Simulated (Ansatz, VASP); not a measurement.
# PbSe: VASP beside Ansatz

The input POSCAR:

```
PbSe
1.0
    0.0000000000      3.0472465099      3.0472465099
    3.0472465099      0.0000000000      3.0472465099
    3.0472465099      3.0472465099      0.0000000000
Pb Se
1 1
Direct
    0.5000000000      0.5000000000      0.5000000000
    0.0000000000      0.0000000000      0.0000000000
```

INCAR.step1

```
  ALGO = Normal
  EDIFF = 1E-4
  ENCUT = 520
  GGA = PE
  ISMEAR = 0
  LASPH = T
  LCHARG = F
  LREAL = F
  LWAVE = T
  NBANDS = 17
  NELM = 100
  PREC = Accurate
  SIGMA = 0.05
```

The input INCAR.step2:

```
  ALGO = Normal
  EDIFF = 1E-6
  ENCUT = 520
  ISIF = 2
  ISMEAR = 0
  ISTART = 1
  LASPH = T
  LCHARG = F
  LMIXTAU = T
  LREAL = F
  LWAVE = F
  METAGGA = R2SCAN
  NBANDS = 17
  NELM = 100
  PREC = Accurate
  SIGMA = 0.05
```

Contents of KPOINTS:

```
k-points
0
Gamma
  10 10 10
```

Input for Ansatz:

```yaml
crystal:
  lattice:
    - [0.0, 3.0472465099, 3.0472465099]
    - [3.0472465099, 0.0, 3.0472465099]
    - [3.0472465099, 3.0472465099, 0.0]
  atoms:
    - { symbol: Pb, position: [0.5, 0.5, 0.5] }
    - { symbol: Se, position: [0.0, 0.0, 0.0] }
basis:
  ecutwfc: 500
  ecutrho_ratio: 4
kpoints:
  mp_grid: { grid: [10, 10, 10] }
hamiltonian:
  xc: r2scan
scf:
  occupations: { method: gaussian, width: 0.05 }
output:
  forces: true
  stress: true
  eigenvalues: true
```

Alike in both runs: task single point; functional r2SCAN; k mesh 10 × 10 × 10; occupations gaussian, width 0.05 eV; no spin polarisation.

|  | VASP | Ansatz |
| --- | --- | --- |
| version | VASP 6.6.1 | Ansatz 0.2.0 |
| potentials or method | VASP PAW PBE potentials, release 64 (Pb_d, Se), cutoff 520 eV | scalar-relativistic, plane waves, PAW |
| valence electrons in the cell | 20 | 30 |

```tsv
	VASP	Ansatz	Ansatz less VASP
gap on the k mesh at the Fermi level (eV)	0.53	0.53	-0.007
least direct gap on the mesh (eV)	0.53	0.53	-0.007
pressure (GPa)	2.3	2.3	-0.03
```

VASP's potentials were made for PBE, not for r2SCAN. VASP's potentials hold 20 valence electrons a cell and Ansatz's 30, so a difference there can come from the potentials and not from the codes.

Neither program's run includes spin-orbit coupling.
